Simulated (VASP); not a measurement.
# Tc (P1) in VASP: further runs

The runs below take Tc through single point, with PBE.

Everything below comes from runs of VASP 6.6.1. Logs are shortened: lines on timing, memory, paths and dates and some standing lists are left out, and cuts for length are marked.

### 1 The cell of the first run

The typed cell holds 27 atoms: a = 8.273 Å, b = 8.273 Å, c = 8.273 Å, α = 60.00°, β = 60.00°, γ = 60.00°.

### 2 Single point, PBE (atoms moved at random)

Contents of INCAR:

```
SYSTEM = Tc
GGA      = PE             ! functional
ISMEAR   = 1              ! smearing method
SIGMA    = 0.1            ! smearing width, eV
LWAVE    = .False.        ! write WAVECAR
LCHARG   = .False.        ! write CHGCAR
ISIF     = 2              ! what is computed and relaxed
ISYM     = 0            
PREC     = Normal         ! precision mode
LASPH    = .True.         ! aspherical terms in the spheres
LREAL    = Auto         
ALGO     = Normal         ! electronic algorithm
EDIFF    = 1E-5           ! SCF threshold, eV
NELM     = 120            ! most SCF steps
GGA_COMPAT= .False.      
ENCUT    = 300            ! plane-wave cutoff, eV
ROPT     = -0.00025
```

Contents of KPOINTS:

```
k-points
0
Gamma
  1 1 1
```

Contents of POSCAR:

```
Tc
1.0
    0.0000000000      5.8500000000      5.8500000000
    5.8500000000      0.0000000000      5.8500000000
    5.8500000000      5.8500000000      0.0000000000
Tc
27
Direct
   -0.0013550000     -0.0006590000     -0.0032720000
   -0.0026240000      0.0052670000      0.3314660000
    0.0078060000      0.0024610000      0.6657760000
    0.0028430000      0.3312500000     -0.0005820000
    0.0001380000      0.3317360000      0.3318290000
   -0.0087900000      0.3440380000      0.6690170000
    0.0039150000      0.6605610000     -0.0022080000
   -0.0010410000      0.6730730000      0.3292620000
   -0.0010310000      0.6647960000      0.6730340000
    0.3304040000     -0.0013350000      0.0001460000
    0.3323610000      0.0001660000      0.3385870000
    0.3356580000     -0.0042970000      0.6638740000
    0.3327320000      0.3297840000      0.0028260000
    0.3347830000      0.3283740000      0.3320980000
    0.3367700000      0.3331700000      0.6657490000
    0.3354550000      0.6713750000      0.0029000000
    0.3365540000      0.6695280000      0.3264630000
    0.3382740000      0.6680690000      0.6667200000
    0.6627780000     -0.0028660000      0.0064590000
    0.6658580000      0.0004620000      0.3344400000
    0.6661470000      0.0041090000      0.6671920000
    0.6679970000      0.3353560000     -0.0051390000
    0.6670370000      0.3390650000      0.3313650000
    0.6741420000      0.3347510000      0.6575290000
    0.6691250000      0.6673180000      0.0056150000
    0.6692130000      0.6668030000      0.3314620000
    0.6671760000      0.6721740000      0.6675300000
```

Potentials or basis: VASP PAW PBE potentials, release 64 (Tc_pv).

Command:

```bash
$ cat potpaw_PBE.64/Tc_pv/POTCAR > POTCAR
$ mpirun -np 8 vasp_std > vasp.out
```

OUTCAR:

```text
SYSTEM = Tc
   GGA = PE
   ISMEAR = 1
   ISIF = 2
   ISYM = 0
   PREC = Normal
   LASPH = .True.
   LREAL = Auto
   EDIFF = 1E-5
   NELM = 120
   ENCUT = 300

 Found      1 irreducible k-points:

 Following reciprocal coordinates:
            Coordinates               Weight
  0.000000  0.000000  0.000000      1.000000
   k-points           NKPTS =      1   k-points in BZ     NKDIM =      1   number of bands    NBANDS=    216
   number of dos      NEDOS =    301   number of ions     NIONS =     27
   total plane-waves  NPLWV =  46656
   dimension x,y,z NGX =    36 NGY =   36 NGZ =   36
   dimension x,y,z NGXF=    72 NGYF=   72 NGZF=   72
   ions per type =              27
   NGX,Y,Z   is equivalent  to a cutoff of   7.23,  7.23,  7.23 a.u.
   NGXF,Y,Z  is equivalent  to a cutoff of  14.47, 14.47, 14.47 a.u.
 SYSTEM =  Tc
   PREC   = normal    normal or accurate (medium, high low for compatibility)
   ISTART =      0    job   : 0-new  1-cont  2-samecut
   ICHARG =      2    charge: 1-file 2-atom 10-const
   ISPIN  =      1    spin polarized calculation?
   LNONCOLLINEAR =      F non collinear calculations
   LSORBIT =      F    spin-orbit coupling
   LASPH  =      T    aspherical Exc in radial PAW
   ENCUT  =  300.0 eV  22.05 Ry    4.70 a.u.  11.68 11.68 11.68*2*pi/ulx,y,z
   NELM   =    120;   NELMIN=  2; NELMDL= -5     # of ELM steps
   EDIFF  = 0.1E-04   stopping-criterion for ELM
   LREAL  =      T    real-space projection
   EDIFFG = 0.1E-03   stopping-criterion for IOM
   NSW    =      0    number of steps for IOM
   IBRION =     -1    ionic relax: 0-MD 1-quasi-New 2-CG
   NFREE  =      0    steps in history (QN), initial steepest desc. (CG)
   ISIF   =      2    stress and relaxation
   ISYM   =      0    0-nonsym 1-usesym 2-fastsym
   POTIM  = 0.5000    time-step for ionic-motion
   TEBEG  =    0.0;   TEEND  =   0.0 temperature during run

   SCALEE = 1.0000    scale energy and forces
   PSTRESS=    0.0 pullay stress
   NELECT =     351.0000    total number of electrons
   NUPDOWN=      -1.0000    fix difference up-down
   EMIN   =  10.00;   EMAX   =-10.00  energy-range for DOS
   EFERMI =   0.00;   METHOD = LEGACY
   ISMEAR =     1;   SIGMA  =   0.10  broadening in eV -4-tet -1-fermi 0-gaus
   EFERMI_NEDOS =   21; number of points for ismear=-14 and -15
   IALGO  =     38    algorithm
   IMIX   =      4    mixing-type and parameters
     AMIX     =   0.40;   BMIX     =  1.00
     AMIX_MAG =   1.60;   BMIX_MAG =  1.00
  volume/ion in A,a.u.               =      14.83       100.08
  Fermi-wavevector in a.u.,A,eV,Ry     =   1.566792  2.960808 33.400086  2.454837
  Thomas-Fermi vector in A             =   2.669068
   LORBIT       =      0    0 simple, 1 ext, 2 COOP (PROOUT), +10 PAW based schemes
   GGA     = PE    functional components
   LHFCALC =     F    Hartree Fock is set to
   AEXX    =    0.0000 exact exchange contribution
   IVDW    =     0    specifies the selected vdW correction
   LEPSILON=     F    determine dielectric tensor
   LRPA    =     F    only Hartree local field effects (RPA)

   CSHIFT  =0.1000    complex shift for real part using Kramers Kronig

   OMEGAMAX=  -1.0    maximum frequency
 non-spin polarized calculation
 Methfessel and Paxton  Order N= 1 SIGMA  =   0.10
  energy-cutoff  :      300.00
  volume of cell :      400.40
 maximum number of plane-waves:      4693
   NGX = 23   NGY = 23   NGZ = 23

 number of electron     350.9999775 magnetization

 Free energy of the ion-electron system (eV)
  ---------------------------------------------------
  ext. energy  EPLUGINS =         0.00000000
  ---------------------------------------------------
  free energy    TOTEN  =      -256.49732793 eV

  energy without entropy =     -256.44395025  energy(sigma->0) =     -256.47953537

 E-fermi :  12.6126     XC(G=0): -13.6067

 val. band max:       12.6001240532   @ k =   0.0000   0.0000   0.0000
 cond. band min:      12.6187245035   @ k =   0.0000   0.0000   0.0000
 fundamental gap:      0.0186004503
 Fermi energy:        12.6126343696

 k-point     1 :       0.0000    0.0000    0.0000
  band No.  band energies     occupation
      1     -27.1278      2.00000
      2     -27.1138      2.00000
      3     -27.1094      2.00000
      4     -27.0992      2.00000
      5     -27.0933      2.00000
      6     -27.0879      2.00000
[... 179 lines left out ...]
    186      13.4530     -0.00000
    187      13.4870     -0.00000
 [bands above 187 left out]

------------------------ aborting loop because EDIFF is reached ----------------------------------------

  FORCE on cell =-STRESS in cart. coord.  units (eV):
  Direction    XX          YY          ZZ          XY          YZ          ZX
  --------------------------------------------------------------------------------------
  -------------------------------------------------------------------------------------
  Total       13.2051275      8.3051458     16.7299007      0.0965644     -0.0297303      1.0655944
  in kB       52.8391214     33.2322884     66.9431822      0.3863936     -0.1189631      4.2638793
  external PRESSURE =      51.0048640 kB  Pullay stress =       0.0000000 kB

 VOLUME and BASIS-vectors are now :
 -----------------------------------------------------------------------------
  energy-cutoff  :      300.00
  volume of cell :      400.40
      direct lattice vectors                 reciprocal lattice vectors
     0.000000000  5.850000000  5.850000000    -0.085470085  0.085470085  0.085470085
     5.850000000  0.000000000  5.850000000     0.085470085 -0.085470085  0.085470085
     5.850000000  5.850000000  0.000000000     0.085470085  0.085470085 -0.085470085

 POSITION                                       TOTAL-FORCE (eV/Angst)
 -----------------------------------------------------------------------------------
     11.67700     11.67293     11.68822        -1.186534     -0.323229     -0.374500
      1.96989      7.77373      5.86546        -0.128215     -0.003518      0.041597
      3.90919      3.94045      0.06006         0.711126      0.449444      0.844375
      7.78441      5.86323      1.95444         0.209332      0.143405      0.332801
      3.88186      1.94201      1.94146         0.175528      0.143012     -0.167369
      5.92637      9.71233      7.81120         1.033632     -0.278810     -0.040678
[... 19 lines left out ...]
      5.83985      5.85395      7.81569         0.117922     -0.389821     -0.087808
      7.83727      7.80803      7.83520         0.463877      0.283977      0.345187
 -----------------------------------------------------------------------------------
    total drift:                               -0.010083     -0.015754     -0.004715

  FREE ENERGIE OF THE ION-ELECTRON SYSTEM (eV)
  ---------------------------------------------------
  free  energy   TOTEN  =      -256.4973279310 eV

  energy  without entropy=     -256.4439502468  energy(sigma->0) =     -256.47953537
```

It took 19 s on 8 MPI ranks of Intel Xeon Platinum 8375C at 2.90GHz (Ice Lake), shared host; peak memory 0.13 GiB.

What came out:

| Property | Result |
| --- | --- |
| Free energy | -256.4973 eV |
| Largest force | 1.389 eV/Å |
| Band gap on the k mesh | zero (an odd number of electrons rules out a gap without spin polarisation) |

Forces on the atoms (eV/Å):
```
Tc  -1.187 -0.323 -0.374
Tc  -0.128 -0.004  0.042
Tc   0.711  0.449  0.844
Tc   0.209  0.143  0.333
Tc   0.176  0.143 -0.167
Tc   1.034 -0.279 -0.041
Tc  -1.147  0.262 -0.102
Tc   0.195 -0.760  0.789
Tc   0.010  0.275 -1.362
Tc   0.499 -0.445 -0.291
Tc   0.496  0.134  0.388
Tc  -0.685  0.161 -0.133
Tc   0.082  0.147 -0.385
Tc  -0.390  0.869 -0.525
Tc   0.158 -0.189  0.165
Tc   1.055  0.281  0.610
Tc  -0.413 -1.103  0.251
Tc  -0.288  0.262 -0.273
Tc   1.025 -0.396 -0.442
Tc  -0.625  0.349 -0.769
Tc   0.049  0.332  0.433
Tc  -0.031 -0.274  0.397
Tc  -0.215  0.030  0.534
Tc  -0.921 -0.748  0.074
Tc  -0.248  0.791 -0.252
Tc   0.118 -0.390 -0.088
Tc   0.464  0.284  0.345
```

Levels at points of the mesh, in eV from the Fermi level:
```tsv
k point	band 173	band 174	band 175	band 176	band 177	band 178	band 179	band 180
(0.00, 0.00, 0.00)	-0.05	-0.04	-0.02	-0.01	0.01	0.03	0.10	0.11
```

Caveat: the k points lie up to 0.93 Å⁻¹ apart, too coarse for converged energies and pressures of a metal; the cell differs from its parent crystal (atoms moved at random); the cutoff is under 1.25 times the usual one of these potentials, so pressure, stress and relaxed cells hold a basis-set (Pulay) error; forces of over 1 eV/Å act on the atoms, so gaps and moduli don't describe the material at rest.

### 3 Single point, PBE (atoms moved at random)

Contents of INCAR:

```
SYSTEM = Tc
GGA      = PE             ! functional
ISMEAR   = 1              ! smearing method
SIGMA    = 0.1            ! smearing width, eV
LWAVE    = .False.        ! write WAVECAR
LCHARG   = .False.        ! write CHGCAR
ISIF     = 2              ! what is computed and relaxed
ISYM     = 0            
PREC     = Accurate       ! precision mode
LASPH    = .True.         ! aspherical terms in the spheres
LREAL    = .False.        ! projectors in reciprocal space
ALGO     = Normal         ! electronic algorithm
EDIFF    = 1E-7           ! SCF threshold, eV
NELM     = 120            ! most SCF steps
GGA_COMPAT= .False.      
ENCUT    = 420            ! plane-wave cutoff, eV
```

KPOINTS is that of step 2.

POSCAR is that of step 2.

Potentials or basis: VASP PAW PBE potentials, release 64 (Tc_pv).

Command:

```bash
$ cat potpaw_PBE.64/Tc_pv/POTCAR > POTCAR
$ mpirun -np 8 vasp_std > vasp.out
```

Run time: 46 s. Hardware: 8 MPI ranks of Intel Xeon Platinum 8375C at 2.90GHz (Ice Lake), shared host; peak memory 0.18 GiB.

It converged, with:

* Free energy: -256.3299 eV
* Pressure: 5.4 GPa
* Largest force: 1.380 eV/Å
* Band gap on the k mesh: zero (an odd number of electrons rules out a gap without spin polarisation)

Forces on the atoms (eV/Å):
```
Tc  -1.167 -0.309 -0.378
Tc  -0.139  0.006  0.022
Tc   0.702  0.435  0.819
Tc   0.202  0.138  0.337
Tc   0.168  0.145 -0.165
Tc   1.023 -0.280 -0.034
Tc  -1.128  0.248 -0.090
Tc   0.197 -0.734  0.809
Tc   0.003  0.270 -1.353
Tc   0.491 -0.436 -0.281
Tc   0.489  0.126  0.386
Tc  -0.669  0.158 -0.128
Tc   0.076  0.154 -0.363
Tc  -0.381  0.847 -0.508
Tc   0.162 -0.190  0.175
Tc   1.039  0.287  0.602
Tc  -0.406 -1.099  0.223
Tc  -0.289  0.257 -0.297
Tc   1.022 -0.394 -0.422
Tc  -0.613  0.333 -0.762
Tc   0.039  0.339  0.449
Tc  -0.028 -0.276  0.357
Tc  -0.206  0.034  0.523
Tc  -0.908 -0.738  0.061
Tc  -0.248  0.771 -0.245
Tc   0.113 -0.379 -0.083
Tc   0.456  0.286  0.344
```

Stress tensor (GPa, compression positive):
```
5.60 0.04 0.45
0.04 3.63 0.01
0.45 0.01 6.95
```

Levels at points of the mesh, in eV from the Fermi level:
```tsv
k point	band 173	band 174	band 175	band 176	band 177	band 178	band 179	band 180
(0.00, 0.00, 0.00)	-0.05	-0.04	-0.02	-0.01	0.01	0.03	0.10	0.12
```

Caveat: the k points lie up to 0.93 Å⁻¹ apart, too coarse for converged energies and pressures of a metal; the cell differs from its parent crystal (atoms moved at random); forces of over 1 eV/Å act on the atoms, so gaps and moduli don't describe the material at rest.
